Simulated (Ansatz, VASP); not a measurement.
**Two plane-wave programs on KI**

```
CELL_PARAMETERS angstrom
-0.03544 3.54429 3.54429
3.54429 -0.03544 3.54429
3.50884 3.50884 0.00000
ATOMIC_POSITIONS crystal
K 0.00000 0.00000 0.00000
I 0.50000 0.50000 0.50000
```

Change from the starting cell: shear_xy strain -2.0%.

Alike in both runs: task single point; functional PBE; k mesh 6 × 6 × 6; occupations fermi-dirac, width 0.02 eV; no spin polarisation.

|  | VASP | Ansatz |
| --- | --- | --- |
| version | VASP 6.6.1 | Ansatz 0.2.0 |
| potentials or method | VASP PAW PBE potentials, release 64 (K_sv, I) | plane waves, PAW |
| plane-wave cutoff (eV) | 520 | 420 |
| valence electrons in the cell | 16 | 26 |

Ansatz gave:

- gap on the k mesh at the Fermi level (eV): 3.92
- pressure (GPa): 0.5
- traceless stress, the component that is largest in VASP (GPa): 0.07

Problem. Estimate VASP's values.

Solution. gap on the k mesh at the Fermi level (eV): 3.91; pressure (GPa): 0.5; traceless stress, the component that is largest in VASP (GPa): 0.07.

VASP's potentials hold 16 valence electrons a cell and Ansatz's 26, so a difference there can come from the potentials and not from the codes.

Spin-orbit coupling is off throughout.
